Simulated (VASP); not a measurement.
# SnS2 in VASP: notebook

The runs below take SnS2 through single point, with PBEsol.

All numbers are computed with VASP 6.6.1; they aren't measurements. Logs are shortened: lines on timing, memory, paths and dates and some standing lists are left out, and cuts for length are marked.

### 1 The cell of the first run

The cell holds a slab with vacuum, 18 atoms: a = 3.651 Å, b = 8.758 Å, c = 26.608 Å, α = 90.00°, β = 90.00°, γ = 90.00°.

### 2 Single point, PBEsol

File INCAR:

```
PREC = Accurate
ENCUT = 400
EDIFF = 1E-6
ISMEAR = 0
SIGMA = 0.05
LREAL = F
LASPH = T
NELM = 120
ALGO = Normal
ISIF = 2
LWAVE = F
LCHARG = F
LDIPOL = T
IDIPOL = 3
DIPOL = 0.5 0.5 0.500
GGA = PS
NBANDS = 93
GGA_COMPAT = F
NELMDL = -8
```

File KPOINTS:

```
Automatic mesh
0
Gamma
  7 3 1
```

File POSCAR:

```
SnS2
1.0
    3.6513143003      0.0000000000      0.0000000000
    0.0000000000      8.7582410527      0.0000000000
    0.0000000000      0.0000000000     26.6078113952
S Sn
12 6
Direct
    0.0000000000      0.4640236812      0.2818721122
    0.0000000000      0.0573941785      0.3070548954
    0.5000000000      0.7247326111      0.3640867107
    0.5000000000      0.3181031084      0.3892694939
    0.0000000000      0.9854415410      0.4463013092
    0.0000000000      0.5788120383      0.4714840924
    0.5000000000      0.2461504708      0.5285159076
    0.5000000000      0.8395209681      0.5536986908
    0.0000000000      0.5068594007      0.6107305061
    0.0000000000      0.1002298980      0.6359132893
    0.5000000000      0.7675683306      0.6929451046
    0.5000000000      0.3609388279      0.7181278878
    0.5000000000      0.2607089299      0.2944635038
    0.0000000000      0.5214178597      0.3766781023
    0.5000000000      0.7821267896      0.4588927008
    0.0000000000      0.0428357195      0.5411072992
    0.5000000000      0.3035446494      0.6233218977
    0.0000000000      0.5642535792      0.7055364962
```

Potentials or basis: VASP PAW PBE potentials, release 64 (S, Sn_d).

Started as:

```
$ cat potpaw_PBE.64/S/POTCAR potpaw_PBE.64/Sn_d/POTCAR > POTCAR
$ mpirun -np 1 vasp_std > vasp.out
```

OUTCAR:

```text
PREC = Accurate
   ENCUT = 400
   EDIFF = 1E-6
   ISMEAR = 0
   LREAL = F
   LASPH = T
   NELM = 120
   ISIF = 2
   GGA = PS
   NELMDL = -8

 ion  position               nearest neighbor table
   1  0.000  0.464  0.282-  13 2.57  13 2.57  14 2.57
   2  0.000  0.057  0.307-  13 2.57  13 2.57
   3  0.500  0.725  0.364-  14 2.57  14 2.57  15 2.57
   4  0.500  0.318  0.389-  14 2.57  14 2.57  13 2.57
   5  0.000  0.985  0.446-  16 2.57  15 2.57  15 2.57
   6  0.000  0.579  0.471-  15 2.57  15 2.57  14 2.57
   7  0.500  0.246  0.529-  16 2.57  16 2.57  17 2.57
   8  0.500  0.840  0.554-  15 2.57  16 2.57  16 2.57
   9  0.000  0.507  0.611-  17 2.57  17 2.57  18 2.57
  10  0.000  0.100  0.636-  17 2.57  17 2.57  16 2.57
  11  0.500  0.768  0.693-  18 2.57  18 2.57
  12  0.500  0.361  0.718-  18 2.57  18 2.57  17 2.57
  13  0.500  0.261  0.294-   1 2.57   1 2.57   2 2.57   2 2.57   4 2.57  14 3.65  14 3.65
  14  0.000  0.521  0.377-   4 2.57   4 2.57   3 2.57   3 2.57   1 2.57   6 2.57  13 3.65  13 3.65
                            15 3.65  15 3.65
  15  0.500  0.782  0.459-   8 2.57   6 2.57   6 2.57   5 2.57   5 2.57   3 2.57  16 3.65  16 3.65
                            14 3.65  14 3.65
  16  0.000  0.043  0.541-   5 2.57   7 2.57   7 2.57   8 2.57   8 2.57  10 2.57  15 3.65  15 3.65
                            17 3.65  17 3.65
  17  0.500  0.304  0.623-   9 2.57   9 2.57  10 2.57  10 2.57  12 2.57   7 2.57  18 3.65  18 3.65
                            16 3.65  16 3.65
  18  0.000  0.564  0.706-  12 2.57  12 2.57  11 2.57  11 2.57   9 2.57  17 3.65  17 3.65

  LATTYP: Found a simple orthorhombic cell.
 ALAT       =     3.6513143003
 B/A-ratio  =     2.3986543837
 C/A-ratio  =     7.2871873542

  Lattice vectors:

 A1 = (   3.6513143003,   0.0000000000,   0.0000000000)
 A2 = (   0.0000000000,   8.7582410527,   0.0000000000)
 A3 = (   0.0000000000,   0.0000000000,  26.6078113952)

Analysis of symmetry for initial positions (statically):
=====================================================================
 Subroutine PRICEL returns:
 Original cell was already a primitive cell.

 Routine SETGRP: Setting up the symmetry group for a
 simple orthorhombic supercell.

 Subroutine GETGRP returns: Found  4 space group operations
 (whereof  2 operations were pure point group operations)
 out of a pool of  8 trial point group operations.

The static configuration has the point symmetry C_1h.
 The point group associated with its full space group is C_2h.

Analysis of symmetry for dynamics (positions and initial velocities):
=====================================================================
[... 140 lines left out ...]
   EFERMI =   0.00;   METHOD = LEGACY
   ISMEAR =     0;   SIGMA  =   0.05  broadening in eV -4-tet -1-fermi 0-gaus
   EFERMI_NEDOS =   21; number of points for ismear=-14 and -15
   IALGO  =     38    algorithm
   IMIX   =      4    mixing-type and parameters
     AMIX     =   0.40;   BMIX     =  1.00
     AMIX_MAG =   1.60;   BMIX_MAG =  1.00
  volume/ion in A,a.u.               =      47.27       319.01
  Fermi-wavevector in a.u.,A,eV,Ry     =   0.930018  1.757479 11.768130  0.864933
  Thomas-Fermi vector in A             =   2.056362
   LORBIT       =      0    0 simple, 1 ext, 2 COOP (PROOUT), +10 PAW based schemes
   GGA     = PS    functional components
   LHFCALC =     F    Hartree Fock is set to
   AEXX    =    0.0000 exact exchange contribution
   IVDW    =     0    specifies the selected vdW correction
   LEPSILON=     F    determine dielectric tensor
   LRPA    =     F    only Hartree local field effects (RPA)
 non-spin polarized calculation
 Gauss-broadening in eV      SIGMA  =   0.05
  energy-cutoff  :      400.00
  volume of cell :      850.89
 maximum number of plane-waves:     15522
 NGX is ok and might be reduce to    24
   NGX = 11   NGY = 29   NGZ = 87

 number of electron     156.0000074 magnetization

 dipolmoment           0.000000      0.000000      0.000000 electrons x Angstroem

 Free energy of the ion-electron system (eV)
  ---------------------------------------------------
  ext. energy  EPLUGINS =         0.00000000
  ---------------------------------------------------
  free energy    TOTEN  =       -83.59063764 eV

  energy without entropy =      -83.59063764  energy(sigma->0) =      -83.59063764

 E-fermi :  -0.4970     XC(G=0):  -5.2124

 val. band max:       -0.7470026789   @ k =   0.1429   0.0000   0.0000
 cond. band min:       0.1861209315   @ k =   0.4286   0.3333   0.0000
 fundamental gap:      0.9331236104
 Fermi energy:        -0.4969790855

 k-point     1 :       0.0000    0.0000    0.0000
  band No.  band energies     occupation
      1     -21.8753      2.00000
      2     -21.8748      2.00000
      3     -21.8294      2.00000
      4     -21.8253      2.00000
      5     -21.7814      2.00000
      6     -21.7602      2.00000
[... 733 lines left out ...]
     89       4.3523      0.00000
     90       4.5649      0.00000
 [bands above 90 left out]

------------------------ aborting loop because EDIFF is reached ----------------------------------------

 vacuum level on the upper side and lower side of the slab       (xc-potential included)        -0.050        -0.050

  FORCE on cell =-STRESS in cart. coord.  units (eV):
  Direction    XX          YY          ZZ          XY          YZ          ZX
  --------------------------------------------------------------------------------------
  -------------------------------------------------------------------------------------
  Total       -5.0864741     -6.0134346      0.7385858      0.0000000      1.8685708      0.0000000
  in kB       -9.5774999    -11.3229061      1.3907090      0.0000000      3.5183973      0.0000000
  external PRESSURE =      -6.5032323 kB  Pullay stress =       0.0000000 kB

 VOLUME and BASIS-vectors are now :
 -----------------------------------------------------------------------------
  energy-cutoff  :      400.00
  volume of cell :      850.89
      direct lattice vectors                 reciprocal lattice vectors
     3.651314300  0.000000000  0.000000000     0.273873986  0.000000000  0.000000000
     0.000000000  8.758241053  0.000000000     0.000000000  0.114178177  0.000000000
     0.000000000  0.000000000 26.607811395     0.000000000  0.000000000  0.037582948

 POSITION                                       TOTAL-FORCE (eV/Angst)
 -----------------------------------------------------------------------------------
      0.00000      4.06403      7.50000         0.000000     -0.018786     -0.728567
      0.00000      0.50267      8.17006         0.000000      1.299814     -0.919318
      1.82566      6.34738      9.68755         0.000000     -0.011197     -0.225250
      1.82566      2.78602     10.35761         0.000000      0.269206     -0.288098
      0.00000      8.63073     11.87510         0.000000     -0.017682     -0.059291
      0.00000      5.06938     12.54516         0.000000      0.057218     -0.005807
[... 10 lines left out ...]
      1.82566      2.65852     16.58523         0.000000      0.125264     -0.505186
      0.00000      4.94187     18.77278         0.000000      1.443317     -1.544737
 -----------------------------------------------------------------------------------
    total drift:                                0.000000      0.000002     -0.000000

  FREE ENERGIE OF THE ION-ELECTRON SYSTEM (eV)
  ---------------------------------------------------
  free  energy   TOTEN  =       -83.5906376405 eV

  energy  without entropy=      -83.5906376405  energy(sigma->0) =      -83.59063764

 vacuum level on the upper side and lower side of the slab         4.936         4.936
```

stdout:

```text
POSCAR found type information on POSCAR S Sn
 POSCAR found :  2 types and      18 ions
 scaLAPACK will be used
 -----------------------------------------------------------------------------
|                                                                             |
|                                                                             |
|     You have a (more or less) 'large supercell' and for larger cells it     |
|     might be more efficient to use real-space projection operators.         |
|     Therefore, try LREAL= Auto in the INCAR file.                           |
|     Mind: For very accurate calculation, you might also keep the            |
|     reciprocal projection scheme (i.e. LREAL=.FALSE.).                      |
|                                                                             |
 -----------------------------------------------------------------------------

 -----------------------------------------------------------------------------
|                                                                             |
|                                                                             |
|     You enforced a specific xc type in the INCAR file but a different       |
|     I HOPE YOU KNOW WHAT YOU ARE DOING!                                     |
|                                                                             |
 -----------------------------------------------------------------------------

 LDA part: xc-table for (Slater+PW92), standard interpolation
 POSCAR, INCAR and KPOINTS ok, starting setup
 FFT: planning ... GRIDC
 FFT: planning ... GRID_SOFT
 FFT: planning ... GRID
 WAVECAR not read
 entering main loop
```

It took 9.6 min on 1 thread of AMD EPYC 9R45 (Zen 5), shared host; peak memory 0.69 GiB.

What came out:

```
Free energy            : -83.5906 eV
Largest force          : 2.114 eV/Å
Band gap on the k mesh : 0.93 eV (least direct gap 1.00 eV)
```

Forces on the atoms (eV/Å):
```
S    0.000 -0.019 -0.729
S    0.000  1.300 -0.919
S    0.000 -0.011 -0.225
S    0.000  0.269 -0.288
S    0.000 -0.018 -0.059
S    0.000  0.057 -0.006
S    0.000 -0.057  0.006
S    0.000  0.018  0.059
S    0.000 -0.269  0.288
S    0.000  0.011  0.225
S    0.000 -1.300  0.919
S    0.000  0.019  0.729
Sn   0.000 -1.443  1.545
Sn   0.000 -0.125  0.505
Sn   0.000  0.034  0.133
Sn   0.000 -0.034 -0.133
Sn   0.000  0.125 -0.505
Sn   0.000  1.443 -1.545
```

Caveat: the PAW data sets were made with another functional, which shifts forces and pressure a little; spin-orbit coupling is left out, which moves the levels of the heavy elements.

### 3 Single point, PBEsol

File INCAR:

```
PREC = Accurate ; ENCUT = 400
EDIFF = 1E-6 ; ISMEAR = 0
SIGMA = 0.05 ; LREAL = False
LASPH = True ; NELM = 120
ALGO = Normal ; ISIF = 2
LWAVE = False ; LCHARG = True
LDIPOL = True ; IDIPOL = 3
DIPOL = 0.5 0.5 0.500 ; GGA = PS
LELF = True ; LVHAR = True
LVACPOTAV = True ; NBANDS = 93
GGA_COMPAT = False ; NELMDL = -8
```

File KPOINTS:

```
regular mesh
0
Gamma
  7 3 1
```

File POSCAR:

```
SnS2
1.0
    3.6513143003      0.0000000000      0.0000000000
    0.0000000000      8.7582410527      0.0000000000
    0.0000000000      0.0000000000     26.6078113952
S Sn
12 6
Direct
    0.0000000000      0.4457558562      0.2842653772
    0.0000000000      0.0547976376      0.2930147515
    0.5000000000      0.7216508182      0.3636925570
    0.5000000000      0.3162538407      0.3950088940
    0.0000000000      0.9851822442      0.4460995540
    0.0000000000      0.5797060775      0.4716728898
    0.5000000000      0.2452581692      0.5283278339
    0.5000000000      0.8397816205      0.5539013876
    0.0000000000      0.5087116536      0.6049914781
    0.0000000000      0.1033137114      0.6363074658
    0.5000000000      0.7701619506      0.7069873891
    0.5000000000      0.3792040990      0.7157338263
    0.5000000000      0.2390834726      0.3047751063
    0.0000000000      0.5201479544      0.3770226059
    0.5000000000      0.7824246414      0.4587151393
    0.0000000000      0.0425367354      0.5412831737
    0.5000000000      0.3048152595      0.6229756219
    0.0000000000      0.5858768399      0.6952249487
```

Potentials or basis: VASP PAW PBE potentials, release 64 (S, Sn_d).

Started as:

```
$ cat potpaw_PBE.64/S/POTCAR potpaw_PBE.64/Sn_d/POTCAR > POTCAR
$ mpirun -np 1 vasp_std > vasp.out
```

Wall time 9.9 min (1 thread of AMD EPYC 9R45 (Zen 5), shared host); peak memory 0.7 GiB.

Results (log left out):

```yaml
Free_energy: -84.4491 eV
Largest_force: 0.016 eV/Å
Band_gap_on_the_k_mesh: 1.39 eV (least direct gap 1.44 eV)
```

Forces in eV/Å, atoms in the order of the input:
```
S    0.000  0.001  0.002
S    0.000  0.016  0.001
S    0.000  0.001  0.002
S    0.000 -0.010 -0.004
S    0.000  0.001  0.000
S    0.000 -0.002  0.004
S    0.000  0.002 -0.004
S    0.000 -0.001  0.000
S    0.000  0.010  0.004
S    0.000 -0.001 -0.002
S    0.000 -0.016 -0.001
S    0.000 -0.001 -0.002
Sn   0.000 -0.012  0.001
Sn   0.000  0.008 -0.009
Sn   0.000  0.001 -0.002
Sn   0.000 -0.001  0.002
Sn   0.000 -0.008  0.009
Sn   0.000  0.012 -0.001
```

Levels at points of the mesh, in eV from the valence-band top:
```csv
k point,band 76,band 77,band 78,band 79,band 80,band 81
"(0.00, 0.00, 0.00)",-0.21,-0.07,-0.07,1.61,1.82,1.88
```

Caveat: the PAW data sets were made with another functional, which shifts forces and pressure a little; spin-orbit coupling is left out, which moves the levels of the heavy elements.
